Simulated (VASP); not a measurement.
Input of a VASP 6.6.1 run:

The input INCAR:

```
PREC = Accurate ; ENCUT = 500
EDIFF = 1E-6 ; ISMEAR = 0
SIGMA = 0.1 ; LREAL = False
LASPH = True ; NELM = 200
ALGO = Normal ; ISIF = 2
LWAVE = False ; LCHARG = False
GGA = PE ; NBANDS = 30
GGA_COMPAT = False ; LMAXMIX = 6
```

File KPOINTS:

```
regular mesh
0
Gamma
  10 10 6
```

POSCAR

```
Dy2B
1.0
    4.3131578619      0.0000000000      0.0000000000
    0.0000000000      4.3131578619      0.0000000000
    0.0000000000      0.0000000000      6.7675326359
Dy B
4 2
Direct
    0.0000000000      0.5000000000      0.3879169482
    0.5000000000      0.0000000000      0.6120830518
    0.0000000000      0.0000000000      0.0000000000
    0.5000000000      0.5000000000      0.0000000000
    0.0000000000      0.5000000000      0.7550258404
    0.5000000000      0.0000000000      0.2449741596
```

Potentials or basis: VASP PAW PBE potentials, release 64 (Dy_3, B), 4f in core.

Command:

```bash
$ cat potpaw_PBE.64/Dy_3/POTCAR potpaw_PBE.64/B/POTCAR > POTCAR
$ mpirun -np 1 vasp_std > vasp.out
```

What does it give for the largest force?

0.010 eV/Å.

What does it give for the band gap on the k mesh?

Zero (bands 21 and 22 overlap by 0.96 eV).

Predict the pressure.

0.4 GPa.

Forces on the atoms (eV/Å):
```
Dy   0.000  0.000  0.001
Dy   0.000  0.000 -0.001
Dy   0.000  0.000  0.000
Dy   0.000  0.000  0.000
B    0.000  0.000  0.010
B    0.000  0.000 -0.010
```

Caveat: spin-orbit coupling is left out, which moves the levels of the heavy elements; the 4f electrons are frozen in the core, so they carry no moment and show no levels. Spin polarisation is off, so any magnetic state and its effect on volume and gap are missing.
